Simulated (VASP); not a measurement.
# LuAl2Sn2 in VASP: single point with PBEsol

Aim: the single point of LuAl2Sn2 with PBEsol.

Everything below comes from runs of VASP 6.6.1. Logs are shortened: lines on timing, memory, paths and dates and some standing lists are left out, and cuts for length are marked.

### 1 The cell of the first run

The typed cell holds 5 atoms: a = 4.358 Å, b = 4.358 Å, c = 6.930 Å, α = 90.00°, β = 90.00°, γ = 120.00°.

### 2 Single point, PBEsol

The input, INCAR:

```
SYSTEM = LuAl2Sn2
PREC = Accurate
ENCUT = 520
EDIFF = 1E-7
ISMEAR = -1
SIGMA = 0.1
LREAL = .False.
LASPH = .True.
NELM = 60
ALGO = Normal
ISIF = 2
LWAVE = .False.
LCHARG = .False.
GGA = PS
NBANDS = 38
```

The input, KPOINTS:

```
Automatic mesh
0
Gamma
  5 5 3
  0 0 0
```

The input, POSCAR:

```
LuAl2Sn2
1.0
    4.3579130000      0.0000000000      0.0000000000
   -2.1789560000      3.7740680000      0.0000000000
    0.0000000000      0.0000000000      6.9297100000
Al Lu Sn
2 1 2
Direct
    0.3333000000      0.6667000000      0.6415000000
    0.6667000000      0.3333000000      0.3585000000
    0.0000000000      0.0000000000      0.0000000000
    0.3333000000      0.6667000000      0.2513700000
    0.6667000000      0.3333000000      0.7486300000
```

Potentials or basis: VASP PAW PBE potentials, release 64 (Al, Lu, Sn_d).

The run is started by

```console
cat potpaw_PBE.64/Al/POTCAR potpaw_PBE.64/Lu/POTCAR potpaw_PBE.64/Sn_d/POTCAR > POTCAR
mpirun -np 1 vasp_std > vasp.out
```

OUTCAR:

```text
SYSTEM = LuAl2Sn2
   PREC = Accurate
   ENCUT = 520
   EDIFF = 1E-7
   ISMEAR = -1
   LREAL = .False.
   LASPH = .True.
   NELM = 60
   ISIF = 2
   GGA = PS

 ion  position               nearest neighbor table
   1  0.333  0.667  0.642-   5 2.62   5 2.62   5 2.62   4 2.70   2 3.19   2 3.19   2 3.19   3 3.54
                             3 3.54   3 3.54
   2  0.667  0.333  0.358-   4 2.62   4 2.62   4 2.62   5 2.70   1 3.19   1 3.19   1 3.19   3 3.54
                             3 3.54   3 3.54
   3  0.000  0.000  0.000-   4 3.06   5 3.06   5 3.06   4 3.06   5 3.06   4 3.06   1 3.54   2 3.54
                             1 3.54   2 3.54   2 3.54   1 3.54
   4  0.333  0.667  0.251-   2 2.62   2 2.62   2 2.62   1 2.70   3 3.06   3 3.06   3 3.06
   5  0.667  0.333  0.749-   1 2.62   1 2.62   1 2.62   2 2.70   3 3.06   3 3.06   3 3.06

  LATTYP: Found a hexagonal cell.
 ALAT       =     4.3579130000
 C/A-ratio  =     1.5901441814

  Lattice vectors:

 A1 = (   4.3579130000,   0.0000000000,   0.0000000000)
 A2 = (  -2.1789560000,   3.7740680000,   0.0000000000)
 A3 = (   0.0000000000,   0.0000000000,   6.9297100000)

Analysis of symmetry for initial positions (statically):
=====================================================================
 Subroutine PRICEL returns:
 Original cell was already a primitive cell.

 Routine SETGRP: Setting up the symmetry group for a
 hexagonal supercell.

 Subroutine GETGRP returns: Found  4 space group operations
 (whereof  4 operations were pure point group operations)
 out of a pool of 24 trial point group operations.

The static configuration has the point symmetry C_2h.

Analysis of symmetry for dynamics (positions and initial velocities):
=====================================================================
 Subroutine PRICEL returns:
 Original cell was already a primitive cell.

 Routine SETGRP: Setting up the symmetry group for a
 hexagonal supercell.

 Subroutine GETGRP returns: Found  4 space group operations
 (whereof  4 operations were pure point group operations)
 out of a pool of 24 trial point group operations.

The dynamic configuration has the point symmetry C_2h.

 Subroutine INISYM returns: Found  4 space group operations
 (whereof  4 operations are pure point group operations),
 and found     1 'primitive' translations

----------------------------------------------------------------------------------------

                                     Primitive cell

  volume of cell :     113.9734

  direct lattice vectors                    reciprocal lattice vectors
     4.357913000  0.000000000  0.000000000     0.229467637  0.132483009  0.000000000
    -2.178956000  3.774068000  0.000000000     0.000000000  0.264966079  0.000000000
     0.000000000  0.000000000  6.929710000     0.000000000  0.000000000  0.144306183

  length of vectors
     4.357913000  4.357916764  6.929710000     0.264966308  0.264966079  0.144306183

  position of ions in fractional coordinates (direct lattice)
     0.333300000  0.666700000  0.641500000
     0.666700000  0.333300000  0.358500000
     0.000000000  0.000000000  0.000000000
     0.333300000  0.666700000  0.251370000
     0.666700000  0.333300000  0.748630000

  ion indices of the primitive-cell ions
   primitive index   ion index
                 1           1
                 2           2
                 3           3
                 4           4
                 5           5

----------------------------------------------------------------------------------------

 KPOINTS: Automatic mesh

Automatic generation of k-mesh.
 Grid dimensions read from file:
 generate k-points for:    5    5    3

 Generating k-lattice:

  Cartesian coordinates                     Fractional coordinates (reciprocal lattice)
     0.045893527  0.026496602  0.000000000     0.200000000  0.000000000  0.000000000
     0.000000000  0.052993216  0.000000000     0.000000000  0.200000000  0.000000000
     0.000000000  0.000000000  0.048102061     0.000000000  0.000000000  0.333333333

  Length of vectors
     0.052993262  0.052993216  0.048102061

  Shift w.r.t. Gamma in fractional coordinates (k-lattice)
     0.000000000  0.000000000  0.000000000

 Subroutine IBZKPT returns following result:
 ===========================================

 Found     24 irreducible k-points:

 Following reciprocal coordinates:
            Coordinates               Weight
  0.000000  0.000000  0.000000      1.000000
  0.200000 -0.000000  0.000000      4.000000
 -0.200000  0.200000  0.000000      2.000000
  0.400000 -0.000000  0.000000      4.000000
 -0.400000  0.400000  0.000000      2.000000
  0.200000  0.200000  0.000000      2.000000
[... 16 lines left out ...]
  0.400000  0.400000  0.333333      4.000000
 -0.400000 -0.200000  0.333333      4.000000
   k-points           NKPTS =     24   k-points in BZ     NKDIM =     24   number of bands    NBANDS=     38
   number of dos      NEDOS =    301   number of ions     NIONS =      5
   total plane-waves  NPLWV =  55296
   dimension x,y,z NGX =    32 NGY =   32 NGZ =   54
   dimension x,y,z NGXF=    64 NGYF=   64 NGZF=  108
   ions per type =               2   1   2
   NGX,Y,Z   is equivalent  to a cutoff of  12.21, 12.21, 12.95 a.u.
   NGXF,Y,Z  is equivalent  to a cutoff of  24.41, 24.41, 25.91 a.u.
 SYSTEM =  LuAl2Sn2
   PREC   = accura    normal or accurate (medium, high low for compatibility)
   ISTART =      0    job   : 0-new  1-cont  2-samecut
   ICHARG =      2    charge: 1-file 2-atom 10-const
   ISPIN  =      1    spin polarized calculation?
   LNONCOLLINEAR =      F non collinear calculations
   LSORBIT =      F    spin-orbit coupling
   LASPH  =      T    aspherical Exc in radial PAW
   ENCUT  =  520.0 eV  38.22 Ry    6.18 a.u.   8.10  8.10 12.88*2*pi/ulx,y,z
   NELM   =     60;   NELMIN=  2; NELMDL= -5     # of ELM steps
   EDIFF  = 0.1E-06   stopping-criterion for ELM
   LREAL  =      F    real-space projection
   EDIFFG = 0.1E-05   stopping-criterion for IOM
   NSW    =      0    number of steps for IOM
   IBRION =     -1    ionic relax: 0-MD 1-quasi-New 2-CG
   NFREE  =      0    steps in history (QN), initial steepest desc. (CG)
   ISIF   =      2    stress and relaxation
   ISYM   =      2    0-nonsym 1-usesym 2-fastsym
   POTIM  = 0.5000    time-step for ionic-motion
   TEBEG  =    0.0;   TEEND  =   0.0 temperature during run
   PSTRESS=    0.0 pullay stress
   NELECT =      59.0000    total number of electrons
   NUPDOWN=      -1.0000    fix difference up-down
   EMIN   =  10.00;   EMAX   =-10.00  energy-range for DOS
   EFERMI =   0.00;   METHOD = LEGACY
   ISMEAR =    -1;   SIGMA  =   0.10  broadening in eV -4-tet -1-fermi 0-gaus
   EFERMI_NEDOS =   21; number of points for ismear=-14 and -15
   IALGO  =     38    algorithm
   IMIX   =      4    mixing-type and parameters
     AMIX     =   0.40;   BMIX     =  1.00
     AMIX_MAG =   1.60;   BMIX_MAG =  1.00
  volume/ion in A,a.u.               =      22.79       153.83
  Fermi-wavevector in a.u.,A,eV,Ry     =   1.314491  2.484028 23.509336  1.727887
  Thomas-Fermi vector in A             =   2.444740
   LORBIT       =      0    0 simple, 1 ext, 2 COOP (PROOUT), +10 PAW based schemes
   GGA     = PS    functional components
   LHFCALC =     F    Hartree Fock is set to
   AEXX    =    0.0000 exact exchange contribution
   IVDW    =     0    specifies the selected vdW correction
   LEPSILON=     F    determine dielectric tensor
   LRPA    =     F    only Hartree local field effects (RPA)
 non-spin polarized calculation
  energy-cutoff  :      520.00
  volume of cell :      113.97
 maximum number of plane-waves:      3092
   NGX = 17   NGY = 17   NGZ = 25

 number of electron      58.9999988 magnetization

 Free energy of the ion-electron system (eV)
  ---------------------------------------------------
  ext. energy  EPLUGINS =         0.00000000
  ---------------------------------------------------
  free energy    TOTEN  =       -22.21276173 eV

  energy without entropy =      -22.15524914  energy(sigma->0) =      -22.18400544

 E-fermi :   7.0488     XC(G=0): -10.4699

 val. band max:        7.0395160421   @ k =   0.0000   0.4000   0.3333
 cond. band min:       7.0972424160   @ k =   0.2000  -0.2000   0.3333
 fundamental gap:      0.0577263739
 Fermi energy:         7.0488474696

 k-point     1 :       0.0000    0.0000    0.0000
  band No.  band energies     occupation
      1     -50.0729      2.00000
      2     -20.7437      2.00000
      3     -20.7436      2.00000
      4     -20.7370      2.00000
      5     -14.4674      2.00000
      6     -14.4673      2.00000
[... 30 lines left out ...]
     37       8.9954      0.00000
     38       9.5722      0.00000

 k-point     2 :       0.2000   -0.0000    0.0000
  band No.  band energies     occupation
      1     -50.0727      2.00000
      2     -20.7556      2.00000
      3     -20.7468      2.00000
      4     -20.7357      2.00000
      5     -14.4637      2.00000
      6     -14.4621      2.00000
[... 30 lines left out ...]
     37      10.3930      0.00000
     38      11.3396      0.00000

 k-point     3 :      -0.2000    0.2000    0.0000
  band No.  band energies     occupation
      1     -50.0727      2.00000
      2     -20.7557      2.00000
      3     -20.7468      2.00000
      4     -20.7357      2.00000
      5     -14.4636      2.00000
      6     -14.4622      2.00000
[... 30 lines left out ...]
     37      10.3935      0.00000
     38      11.3392      0.00000

 k-point     4 :       0.4000   -0.0000    0.0000
  band No.  band energies     occupation
      1     -50.0723      2.00000
      2     -20.7749      2.00000
      3     -20.7519      2.00000
      4     -20.7336      2.00000
      5     -14.4687      2.00000
      6     -14.4545      2.00000
[... 30 lines left out ...]
     37      10.9990      0.00000
     38      11.9643      0.00000
[... 703 lines left out ...]
      4     -20.7330      2.00000
      5     -14.4629      2.00000
      6     -14.4604      2.00000
[... 30 lines left out ...]
     37      11.5551      0.00000
     38      11.7792      0.00000

 k-point    23 :       0.4000    0.4000    0.3333
  band No.  band energies     occupation
      1     -50.0722      2.00000
      2     -20.7742      2.00000
      3     -20.7600      2.00000
      4     -20.7330      2.00000
      5     -14.4629      2.00000
      6     -14.4604      2.00000
[... 30 lines left out ...]
     37      11.5549      0.00000
     38      11.7787      0.00000

 k-point    24 :      -0.4000   -0.2000    0.3333
  band No.  band energies     occupation
      1     -50.0722      2.00000
      2     -20.7742      2.00000
      3     -20.7600      2.00000
      4     -20.7330      2.00000
      5     -14.4629      2.00000
      6     -14.4604      2.00000
[... 30 lines left out ...]
     37      11.5549      0.00000
     38      11.7791      0.00000

------------------------ aborting loop because EDIFF is reached ----------------------------------------

  FORCE on cell =-STRESS in cart. coord.  units (eV):
  Direction    XX          YY          ZZ          XY          YZ          ZX
  --------------------------------------------------------------------------------------
  -------------------------------------------------------------------------------------
  Total        4.7495222      4.7570979      0.9421547      0.0065512      0.0015777     -0.0027326
  in kB       66.7662788     66.8727730     13.2443142      0.0920935      0.0221781     -0.0384129
  external PRESSURE =      48.9611220 kB  Pullay stress =       0.0000000 kB

 VOLUME and BASIS-vectors are now :
 -----------------------------------------------------------------------------
  energy-cutoff  :      520.00
  volume of cell :      113.97
      direct lattice vectors                 reciprocal lattice vectors
     4.357913000  0.000000000  0.000000000     0.229467637  0.132483009  0.000000000
    -2.178956000  3.774068000  0.000000000     0.000000000  0.264966079  0.000000000
     0.000000000  0.000000000  6.929710000     0.000000000  0.000000000  0.144306183

 POSITION                                       TOTAL-FORCE (eV/Angst)
 -----------------------------------------------------------------------------------
     -0.00022      2.51617      4.44541         0.003051     -0.001761      0.104190
      2.17917      1.25790      2.48430        -0.003051      0.001761     -0.104190
      0.00000      0.00000      0.00000         0.000000      0.000000      0.000000
     -0.00022      2.51617      1.74192         0.003767     -0.002175     -0.576972
      2.17917      1.25790      5.18779        -0.003767      0.002175      0.576972
 -----------------------------------------------------------------------------------
    total drift:                                0.000000     -0.000000     -0.000000

  FREE ENERGIE OF THE ION-ELECTRON SYSTEM (eV)
  ---------------------------------------------------
  free  energy   TOTEN  =       -22.2127617343 eV

  energy  without entropy=      -22.1552491402  energy(sigma->0) =      -22.18400544
```

Wall time 70 s (1 thread of AMD EPYC 7R13 (Zen 3), shared host); peak memory 0.26 GiB.

What came out:

```
Free energy   : -22.2128 eV
Pressure      : 4.9 GPa
Largest force : 0.577 eV/Å
```

Forces on the atoms (eV/Å):
```
Al   0.003 -0.002  0.104
Al  -0.003  0.002 -0.104
Lu   0.000  0.000  0.000
Sn   0.004 -0.002 -0.577
Sn  -0.004  0.002  0.577
```

Caveat: the PAW data sets were made with another functional, which shifts forces and pressure a little; spin-orbit coupling is left out, which moves the levels of the heavy elements.
